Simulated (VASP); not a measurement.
Au, 4 atoms in the cell. It takes space group P6_3/mmc (No. 194, hexagonal). Conventional cell: a = 2.744 Å, b = 2.744 Å, c = 8.918 Å, α = 90.00°, β = 90.00°, γ = 120.00°. Within 3.6 Å of Au (site symmetry -3m) lie 12 Au at 2.74 Å. Within 3.6 Å of Au (site symmetry -6m2) lie 12 Au at 2.74 Å. This isn't the form of Au at room conditions, which is fcc.

* Program: VASP 6.6.1
* Task: relaxation of cell and atoms
* Functional: PBE
* Potentials or basis: VASP PAW PBE potentials, release 64 (Au)
* Cutoff: 600 eV
* k mesh: 13 × 13 × 4
* Occupations: fermi-dirac, width 0.1 eV
* Spin: no spin polarisation
* Target pressure: 55 GPa
* Dipole correction: no
* Further INCAR settings: ALGO = Normal; EDIFF = 1e-07; IBRION = 2; EDIFFG = -0.005; NSW = 60; ISIF = 3

Potentials or basis: VASP PAW PBE potentials, release 64 (Au).

The run is started by

```sh
$ cat potpaw_PBE.64/Au/POTCAR > POTCAR
$ mpirun -np 1 vasp_std > vasp.out
```

Hardware: 1 thread of Intel Xeon 8259CL, with other jobs on the host.

Estimate the wall time of this run.

It took 9.3 min on 1 thread of Intel Xeon 8259CL, with other jobs on the host, peak memory 0.25 GiB. Counts: scf iterations 46, k points 63, ion steps 5.
